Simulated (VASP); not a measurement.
Write the native input for VASP 6.6.1 that does the following.

```yaml
Task: single point
Functional: PBE
Potentials_or_basis: VASP PAW PBE potentials, release 64 (Mo_sv, I)
Cutoff: 520 eV
k_mesh: 7 × 7 × 7
Occupations: fermi-dirac, width 0.05 eV
Spin: no spin polarisation
Dipole_correction: no
Further_INCAR_settings: ALGO = Normal; EDIFF = 1e-07; NBANDS = 18
```

The structure of MoI lies in POSCAR:

```
MoI
1.0
    0.0000000000      3.2411976276      3.2411976276
    3.2411976276      0.0000000000      3.2411976276
    3.2411976276      3.2411976276      0.0000000000
Mo I
1 1
Direct
    0.0000000000      0.0000000000      0.0000000000
    0.7500000000      0.7500000000      0.7500000000
```

This cell differs from its parent crystal: volume scaled by 1.06.

These files were run (other wordings do the same):

INCAR

```
SYSTEM = MoI
ALGO = Normal
EDIFF = 1E-7
ENCUT = 520
GGA = PE
ISIF = 2
ISMEAR = -1
LASPH = .TRUE.
LCHARG = .FALSE.
LREAL = .FALSE.
LWAVE = .FALSE.
NBANDS = 18
NELM = 80
PREC = Accurate
SIGMA = 0.05
```

KPOINTS

```
k-points
0
G
  7 7 7
  0 0 0
```

Potentials or basis: VASP PAW PBE potentials, release 64 (Mo_sv, I).

Run with:

```sh
$ cat potpaw_PBE.64/Mo_sv/POTCAR potpaw_PBE.64/I/POTCAR > POTCAR
$ mpirun -np 1 vasp_std > vasp.out
```

Results of the run:

The pressure is -9.2 GPa.

Caveat: an odd number of electrons without spin polarisation forces a metal; a magnetic or distorted state may lie lower.

It took 21 s on 1 thread of Intel(R) Xeon(R) Platinum 8259CL CPU @ 2.50GHz (Skylake/Cascade Lake), on a shared host, peak memory 0.21 GiB.
